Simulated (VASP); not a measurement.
# PbS (R3m) in VASP: further runs

Runs on PbS. Level: r2SCAN. Tasks: single point.

Program: VASP 6.6.1. These are calculated values, not measurements. Logs are shortened: lines on timing, memory, paths and dates and some standing lists are left out, and cuts for length are marked.

### 1 The cell of the first run

Symmetry: R3m, No. 160, trigonal system. Conventional cell: a = 3.928 Å, b = 3.928 Å, c = 11.181 Å, α = 90.00°, β = 90.00°, γ = 120.00°. Pb (site symmetry 3m) has 6 S at 2.93 to 2.94 Å and 6 Pb at 3.93 Å within 4.0 Å. Within 4.0 Å of S (site symmetry 3m) lie 6 Pb at 2.93 to 2.94 Å and 6 S at 3.93 Å.

### 2 Single point, r2SCAN

POSCAR

```
PbS
1.0
    1.9641500000      1.1340025312      3.7269333333
   -1.9641500000      1.1340025312      3.7269333333
    0.0000000000     -2.2680050625      3.7269333333
Pb S
1 1
Direct
    0.9781509158      0.9781509158      0.9781509158
    0.4774504142      0.4774504142      0.4774504142
```

INCAR.step1

```
ALGO = Normal
EDIFF = 1E-4
ENCUT = 520
GGA = PE
ISMEAR = 0
LASPH = T
LCHARG = F
LREAL = F
LWAVE = T
NBANDS = 17
NELM = 60
PREC = Accurate
SIGMA = 0.05
```

INCAR.step2

```
ALGO = Normal
EDIFF = 1E-6
ENCUT = 520
ISIF = 2
ISMEAR = 0
ISTART = 1
LASPH = T
LCHARG = F
LMIXTAU = T
LREAL = F
LWAVE = F
METAGGA = R2SCAN
NBANDS = 17
NELM = 60
PREC = Accurate
SIGMA = 0.05
```

KPOINTS

```
k-points
0
Gamma
  9 9 9
```

Potentials or basis: VASP PAW PBE potentials, release 64 (Pb_d, S).

Started as:

```
$ cat potpaw_PBE.64/Pb_d/POTCAR potpaw_PBE.64/S/POTCAR > POTCAR
$ cp INCAR.step1 INCAR
$ mpirun -np 1 vasp_std > vasp.out
$ cp INCAR.step2 INCAR
$ mpirun -np 1 vasp_std > vasp.out
```

OUTCAR:

```text
EDIFF = 1E-6
   ENCUT = 520
   ISIF = 2
   ISMEAR = 0
   ISTART = 1
   LASPH = T
   LREAL = F
   METAGGA = R2SCAN
   NELM = 60
   PREC = Accurate

 ion  position               nearest neighbor table
   1  0.978  0.978  0.978-   2 2.93   2 2.93   2 2.93   2 2.94   2 2.94   2 2.94
   2  0.477  0.477  0.477-   1 2.93   1 2.93   1 2.93   1 2.94   1 2.94   1 2.94

  LATTYP: Found a trigonal (rhomboedric) cell.
 ALAT       =     4.3627834044
 COS(alpha) =     0.5946296374

  Lattice vectors:

 A1 = (   1.9641500000,   1.1340025312,   3.7269333333)
 A2 = (  -1.9641500000,   1.1340025312,   3.7269333333)
 A3 = (   0.0000000000,  -2.2680050625,   3.7269333333)

Analysis of symmetry for initial positions (statically):
=====================================================================
 Subroutine PRICEL returns:
 Original cell was already a primitive cell.

 Routine SETGRP: Setting up the symmetry group for a
 trigonal (rhombohedral) supercell.

 Subroutine GETGRP returns: Found  6 space group operations
 (whereof  6 operations were pure point group operations)
 out of a pool of 12 trial point group operations.

The static configuration has the point symmetry C_3v.

Analysis of symmetry for dynamics (positions and initial velocities):
=====================================================================
 Subroutine PRICEL returns:
 Original cell was already a primitive cell.

 Routine SETGRP: Setting up the symmetry group for a
 trigonal (rhombohedral) supercell.

 Subroutine GETGRP returns: Found  6 space group operations
 (whereof  6 operations were pure point group operations)
 out of a pool of 12 trial point group operations.

The dynamic configuration has the point symmetry C_3v.

 Subroutine INISYM returns: Found  6 space group operations
 (whereof  6 operations are pure point group operations),
 and found     1 'primitive' translations

----------------------------------------------------------------------------------------

                                     Primitive cell

  volume of cell :      49.8071

  direct lattice vectors                    reciprocal lattice vectors
     1.964150000  1.134002531  3.726933333     0.254563043  0.146972041  0.089439038
    -1.964150000  1.134002531  3.726933333    -0.254563043  0.146972041  0.089439038
     0.000000000 -2.268005062  3.726933333     0.000000000 -0.293944082  0.089439038

  length of vectors
     4.362783404  4.362783404  4.362783404     0.307249841  0.307249841  0.307249841

  position of ions in fractional coordinates (direct lattice)
     0.978150916  0.978150916  0.978150916
     0.477450414  0.477450414  0.477450414

  ion indices of the primitive-cell ions
   primitive index   ion index
                 1           1
                 2           2

----------------------------------------------------------------------------------------

 KPOINTS: k-points

Automatic generation of k-mesh.
 Grid dimensions read from file:
 generate k-points for:    9    9    9

 Generating k-lattice:

  Cartesian coordinates                     Fractional coordinates (reciprocal lattice)
     0.028284783  0.016330227  0.009937671     0.111111111 -0.000000000  0.000000000
    -0.028284783  0.016330227  0.009937671    -0.000000000  0.111111111  0.000000000
     0.000000000 -0.032660454  0.009937671     0.000000000  0.000000000  0.111111111

  Length of vectors
     0.034138871  0.034138871  0.034138871

  Shift w.r.t. Gamma in fractional coordinates (k-lattice)
     0.000000000  0.000000000  0.000000000

 Subroutine IBZKPT returns following result:
 ===========================================

 Found     85 irreducible k-points:

 Following reciprocal coordinates:
            Coordinates               Weight
  0.000000  0.000000  0.000000      1.000000
  0.111111 -0.000000  0.000000      6.000000
  0.222222 -0.000000  0.000000      6.000000
  0.333333  0.000000  0.000000      6.000000
  0.444444 -0.000000  0.000000      6.000000
  0.111111  0.111111  0.000000      6.000000
[... 16 lines left out ...]
 -0.333333  0.333333  0.000000      6.000000
  0.444444  0.444444  0.000000      6.000000
 [... further k-points ...]
   k-points           NKPTS =     85   k-points in BZ     NKDIM =     85   number of bands    NBANDS=     17
   number of dos      NEDOS =    301   number of ions     NIONS =      2
   total plane-waves  NPLWV =  32768
   dimension x,y,z NGX =    32 NGY =   32 NGZ =   32
   dimension x,y,z NGXF=    64 NGYF=   64 NGZF=   64
   ions per type =               1   1
   NGX,Y,Z   is equivalent  to a cutoff of  12.19, 12.19, 12.19 a.u.
   NGXF,Y,Z  is equivalent  to a cutoff of  24.39, 24.39, 24.39 a.u.
 SYSTEM =  unknown system
   PREC   = accura    normal or accurate (medium, high low for compatibility)
   ISTART =      1    job   : 0-new  1-cont  2-samecut
   ICHARG =      0    charge: 1-file 2-atom 10-const
   ISPIN  =      1    spin polarized calculation?
   LNONCOLLINEAR =      F non collinear calculations
   LSORBIT =      F    spin-orbit coupling
   LASPH  =      T    aspherical Exc in radial PAW
   ENCUT  =  520.0 eV  38.22 Ry    6.18 a.u.   8.11  8.11  8.11*2*pi/ulx,y,z
   NELM   =     60;   NELMIN=  2; NELMDL=  0     # of ELM steps
   EDIFF  = 0.1E-05   stopping-criterion for ELM
   LREAL  =      F    real-space projection
   EDIFFG = 0.1E-04   stopping-criterion for IOM
   NSW    =      0    number of steps for IOM
   IBRION =     -1    ionic relax: 0-MD 1-quasi-New 2-CG
   NFREE  =      0    steps in history (QN), initial steepest desc. (CG)
   ISIF   =      2    stress and relaxation
   ISYM   =      2    0-nonsym 1-usesym 2-fastsym
   POTIM  = 0.5000    time-step for ionic-motion
   TEBEG  =    0.0;   TEEND  =   0.0 temperature during run
   PSTRESS=    0.0 pullay stress
   NELECT =      20.0000    total number of electrons
   NUPDOWN=      -1.0000    fix difference up-down
   EMIN   =  10.00;   EMAX   =-10.00  energy-range for DOS
   EFERMI =   0.00;   METHOD = LEGACY
   ISMEAR =     0;   SIGMA  =   0.05  broadening in eV -4-tet -1-fermi 0-gaus
   EFERMI_NEDOS =   21; number of points for ismear=-14 and -15
   IALGO  =     38    algorithm
   IMIX   =      4    mixing-type and parameters
     AMIX     =   0.40;   BMIX     =  1.00
     AMIX_MAG =   1.60;   BMIX_MAG =  1.00
  volume/ion in A,a.u.               =      24.90       168.06
  Fermi-wavevector in a.u.,A,eV,Ry     =   1.207779  2.282372 19.847244  1.458731
  Thomas-Fermi vector in A             =   2.343407
   LORBIT       =      0    0 simple, 1 ext, 2 COOP (PROOUT), +10 PAW based schemes
   METAGGA = R2SCAN    functional components
   LHFCALC =     F    Hartree Fock is set to
   AEXX    =    0.0000 exact exchange contribution
   IVDW    =     0    specifies the selected vdW correction
   LEPSILON=     F    determine dielectric tensor
   LRPA    =     F    only Hartree local field effects (RPA)
 non-spin polarized calculation
 Gauss-broadening in eV      SIGMA  =   0.05
  energy-cutoff  :      520.00
  volume of cell :       49.81
 maximum number of plane-waves:      1367
   NGX = 17   NGY = 17   NGZ = 17

 number of electron      20.0000001 magnetization

 Free energy of the ion-electron system (eV)
  ---------------------------------------------------
  ext. energy  EPLUGINS =         0.00000000
  ---------------------------------------------------
  free energy    TOTEN  =       -65.45988480 eV

  energy without entropy =      -65.45967319  energy(sigma->0) =      -65.45977899

 E-fermi :   6.4424     XC(G=0): -10.5049

 val. band max:        6.2373952828   @ k =   0.4444   0.3333   0.3333
 cond. band min:       6.4576157671   @ k =   0.4444  -0.0000   0.0000
 fundamental gap:      0.2202204843
 Fermi energy:         6.4423872573

 k-point     1 :       0.0000    0.0000    0.0000
  band No.  band energies     occupation
      1     -11.3219      2.00000
      2     -11.3219      2.00000
      3     -11.2766      2.00000
      4     -11.2343      2.00000
      5     -11.2343      2.00000
      6      -8.2684      2.00000
[... 9 lines left out ...]
     16      14.1173      0.00000
     17      15.7133      0.00000

 k-point     2 :       0.1111   -0.0000    0.0000
  band No.  band energies     occupation
      1     -11.3246      2.00000
      2     -11.3116      2.00000
      3     -11.2698      2.00000
      4     -11.2393      2.00000
      5     -11.2382      2.00000
      6      -8.1440      2.00000
[... 9 lines left out ...]
     16      14.5066      0.00000
     17      16.8113      0.00000

 k-point     3 :       0.2222   -0.0000    0.0000
  band No.  band energies     occupation
      1     -11.3337      2.00000
      2     -11.2857      2.00000
      3     -11.2605      2.00000
      4     -11.2477      2.00000
      5     -11.2422      2.00000
      6      -7.7917      2.00000
[... 9 lines left out ...]
     16      15.3964      0.00000
     17      18.7250      0.00000

 k-point     4 :       0.3333    0.0000    0.0000
  band No.  band energies     occupation
      1     -11.3468      2.00000
      2     -11.2708      2.00000
      3     -11.2649      2.00000
      4     -11.2496      2.00000
      5     -11.2222      2.00000
      6      -7.2952      2.00000
[... 9 lines left out ...]
     16      16.6841      0.00000
     17      18.8890      0.00000
[... 343 lines left out ...]
      1     -11.4168      2.00000
      2     -11.2958      2.00000
      3     -11.2665      2.00000
      4     -11.2370      2.00000
      5     -11.1968      2.00000
      6      -6.3762      2.00000
[... 9 lines left out ...]
     16      18.2035      0.00000
     17      19.4583      0.00000

 k-point    23 :      -0.3333    0.3333    0.0000
  band No.  band energies     occupation
      1     -11.3765      2.00000
      2     -11.2907      2.00000
      3     -11.2716      2.00000
      4     -11.2536      2.00000
      5     -11.2037      2.00000
      6      -6.3963      2.00000
[... 9 lines left out ...]
     16      16.7125      0.00000
     17      19.2916      0.00000

 k-point    24 :       0.4444    0.4444    0.0000
  band No.  band energies     occupation
      1     -11.4665      2.00000
      2     -11.3224      2.00000
      3     -11.2368      2.00000
      4     -11.2177      2.00000
      5     -11.1915      2.00000
      6      -6.4181      2.00000
[... 9 lines left out ...]
     16      18.0022      0.00000
     17      19.3926      0.00000

 [... further k-points ...]
[... 5 lines left out ...]
  --------------------------------------------------------------------------------------
  -------------------------------------------------------------------------------------
  Total        1.9157976      1.9157976     -0.3125384      0.0000000      0.0000000      0.0000000
  in kB       61.6266631     61.6266631    -10.0536179      0.0000000      0.0000000      0.0000000
  external PRESSURE =      37.7332361 kB  Pullay stress =       0.0000000 kB

 VOLUME and BASIS-vectors are now :
 -----------------------------------------------------------------------------
  energy-cutoff  :      520.00
  volume of cell :       49.81
      direct lattice vectors                 reciprocal lattice vectors
     1.964150000  1.134002531  3.726933333     0.254563043  0.146972041  0.089439038
    -1.964150000  1.134002531  3.726933333    -0.254563043  0.146972041  0.089439038
     0.000000000 -2.268005062  3.726933333     0.000000000 -0.293944082  0.089439038

 POSITION                                       TOTAL-FORCE (eV/Angst)
 -----------------------------------------------------------------------------------
      0.00000     -0.00000     10.93651         0.000000     -0.000000      0.003940
      0.00000     -0.00000      5.33828         0.000000      0.000000     -0.003940
 -----------------------------------------------------------------------------------
    total drift:                                0.000000      0.000000     -0.000316

  FREE ENERGIE OF THE ION-ELECTRON SYSTEM (eV)
  ---------------------------------------------------
  free  energy   TOTEN  =       -65.4598847958 eV

  energy  without entropy=      -65.4596731876  energy(sigma->0) =      -65.45977899
```

It took 84 s on 1 thread of Intel Xeon 6975P-C (Granite Rapids), shared host; peak memory 0.23 GiB.

Results:

| Quantity | Value |
| --- | --- |
| Free energy | -65.4599 eV |
| Pressure | 3.8 GPa |
| Largest force | 0.004 eV/Å |

Forces on the atoms (eV/Å):
```
Pb   0.000  0.000  0.004
S    0.000  0.000 -0.004
```

Caveat: this odd mesh misses L, so gap, dielectric constants and Born charges aren't listed; the stress differs along the axes, from -1 to 6 GPa; the PAW data sets were made with another functional, which shifts forces and pressure a little; spin-orbit coupling is left out, which moves the levels of the heavy elements.

(Part 1 of 2 ends here.)
